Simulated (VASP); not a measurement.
**Fe: single point with PBE+D3(BJ)**

The system is Fe.

```
Fe
1.0
    -1.40365    1.40365    1.40365
     1.40365   -1.40365    1.40365
     1.40365    1.40365   -1.40365
Fe
1
Cartesian
  0.0000 0.0000 0.0000
```

- Program: VASP 6.6.1
- Task: single point
- Functional: PBE
- Dispersion: D3(BJ)
- Potentials or basis: VASP PAW PBE potentials, release 64 (Fe)
- Cutoff: 520 eV
- k mesh: 13 × 13 × 13
- Occupations: fermi-dirac, width 0.05 eV
- Spin: collinear spin, ferromagnetic start
- Starting moments: [3.0] μB

| Item | Value |
| --- | --- |
| Pressure | -1.2 GPa |
| Net moment | 2.10 μB per cell |
| Site moments | Fe +2.09 μB |
| Valence electrons inside the program's atomic spheres | Fe 7.33 |
| Dispersion energy per atom | -0.367 eV |

Levels at points of the mesh, in eV from the Fermi level:
Spin up:
```tsv
k point	band 3	band 4	band 5	band 6	band 7	band 8
(0.00, 0.00, 0.00)	-2.36	-2.36	-1.11	-1.11	25.26	25.26
```
Spin down:
```
           k point  band 1  band 2  band 3  band 4  band 5  band 6
(0.00, 0.00, 0.00)   -8.45   -0.55   -0.55   -0.55    1.59    1.59
```

It took 33 s on 1 thread of Intel(R) Xeon(R) Platinum 8259CL CPU @ 2.50GHz (Skylake/Cascade Lake), with other jobs on the host, peak memory 0.14 GiB.

Caveat: three body term missing; pairwise dispersion overbinds metals, which lowers pressure and volume.
